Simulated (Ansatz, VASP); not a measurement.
**Two plane-wave programs on Li2O**

The input INCAR:

```
ALGO = Normal
EDIFF = 1E-6
ENCUT = 750
GGA = RE
GGA_COMPAT = F
ISIF = 2
ISMEAR = 0
LASPH = T
LCHARG = F
LREAL = F
LWAVE = F
NBANDS = 13
NELM = 120
PREC = Accurate
SIGMA = 0.05
```

Contents of KPOINTS:

```
k-points
0
Gamma
  8 8 8
```

The input POSCAR:

```
Li2O
1.0
    0.0000000000      2.3429867791      2.3429867791
    2.3429867791      0.0000000000      2.3429867791
    2.3429867791      2.3429867791      0.0000000000
Li O
2 1
Direct
    0.2500000000      0.2500000000      0.2500000000
    0.7500000000      0.7500000000      0.7500000000
    0.0000000000      0.0000000000      0.0000000000
```

Input for Ansatz:

```yaml
crystal:
  lattice:
    - [0.0, 2.3429867791, 2.3429867791]
    - [2.3429867791, 0.0, 2.3429867791]
    - [2.3429867791, 2.3429867791, 0.0]
  atoms:
    - { symbol: Li, position: [0.25, 0.25, 0.25] }
    - { symbol: Li, position: [0.75, 0.75, 0.75] }
    - { symbol: O, position: [0.0, 0.0, 0.0] }
basis:
  ecutwfc: 420
  ecutrho_ratio: 4
kpoints:
  mp_grid: { grid: [8, 8, 8] }
hamiltonian:
  xc: revpbe
scf:
  occupations: { method: gaussian, width: 0.05 }
output:
  forces: true
  stress: true
  eigenvalues: true
```

Alike in both runs: task single point; functional revPBE; k mesh 8 × 8 × 8; occupations gaussian, width 0.05 eV; no spin polarisation.

|  | VASP | Ansatz |
| --- | --- | --- |
| version | VASP 6.6.1 | Ansatz 0.2.0 |
| potentials or method | VASP PAW PBE potentials, release 64 (Li_sv, O), cutoff 750 eV | scalar-relativistic, plane waves, PAW |
| valence electrons in the cell | 12 | 12 |

|  | VASP | Ansatz | Ansatz less VASP |
| --- | --- | --- | --- |
| gap on the k mesh at the Fermi level (eV) | 5.00 | 5.01 | +0.013 |
| least direct gap on the mesh (eV) | 5.03 | 5.03 | +0.002 |
| pressure (GPa) | -0.4 | 0.0 | +0.39 |

VASP's potentials were made for PBE, not for revPBE.
